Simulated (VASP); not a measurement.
Input of a VASP 6.6.1 run:

Contents of INCAR:

```
SYSTEM = Pt
  PREC = Accurate
  ENCUT = 520
  EDIFF = 1E-7
  ISMEAR = -1
  SIGMA = 0.06122561905347299
  LREAL = .False.
  LASPH = .True.
  NELM = 60
  ALGO = Normal
  ISIF = 2
  LWAVE = .False.
  LCHARG = .True.
  GGA = PE
  LELF = .True.
  LVHAR = .True.
  NBANDS = 11
```

The input KPOINTS:

```
Automatic mesh
0
Gamma
  16 16 16
  0 0 0
```

File POSCAR:

```
Pt
1.0
    0.0000000000      2.0244875964      2.0244875964
    2.0244875964      0.0000000000      2.0244875964
    2.0244875964      2.0244875964      0.0000000000
Pt
1
Direct
    0.0000000000      0.0000000000      0.0000000000
```

Potentials or basis: VASP PAW PBE potentials, release 64 (Pt).

The run is started by

```sh
$ cat potpaw_PBE.64/Pt/POTCAR > POTCAR
$ mpirun -np 1 vasp_std > vasp.out
```

(1) Estimate the pressure.

(2) What does it give for the band gap on the k mesh?

Answers

(1) -12.8 GPa.

(2) zero (band 5 reaches 9.91 eV, above the bottom of band 6 at 8.03 eV).

Caveat: spin-orbit coupling is left out, which moves the levels of the heavy elements.
